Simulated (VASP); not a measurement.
A run of VASP 6.6.1 is set up as follows.

The input INCAR:

```
SYSTEM = Sb
PREC = Accurate ; ENCUT = 520
EDIFF = 1E-7 ; ISMEAR = -1
SIGMA = 0.05 ; LREAL = .FALSE.
LASPH = .TRUE. ; NELM = 100
ALGO = Normal ; ISIF = 2
LWAVE = .FALSE. ; LCHARG = .TRUE.
GGA = PS ; LELF = .TRUE.
LVHAR = .TRUE. ; NBANDS = 12
```

Contents of KPOINTS:

```
Automatic mesh
0
G
  9 9 9
  0 0 0
```

The input POSCAR:

```
Sb
1.0
    2.1141424358      1.2206007044      3.6805301114
   -2.1141424358      1.2206007044      3.6805301114
    0.0000000000     -2.4412014087      3.6805301114
Sb
2
Direct
    0.2336400000      0.2336400000      0.2336400000
    0.7663600000      0.7663600000      0.7663600000
```

Potentials or basis: VASP PAW PBE potentials, release 64 (Sb).

Launch:

```sh
$ cat potpaw_PBE.64/Sb/POTCAR > POTCAR
$ mpirun -np 1 vasp_std > vasp.out
```

(1) What does it give for the band gap on the k mesh?

(2) What does it give for the largest force?

(3) Predict the pressure.

## Answers

(1) zero (band 5 reaches 7.94 eV, above the bottom of band 6 at 7.88 eV).

(2) 0.505 eV/Å.

(3) 4.1 GPa.

Caveat: the PAW data sets were made with another functional, which shifts forces and pressure a little; spin-orbit coupling is left out, which moves the levels of the heavy elements.
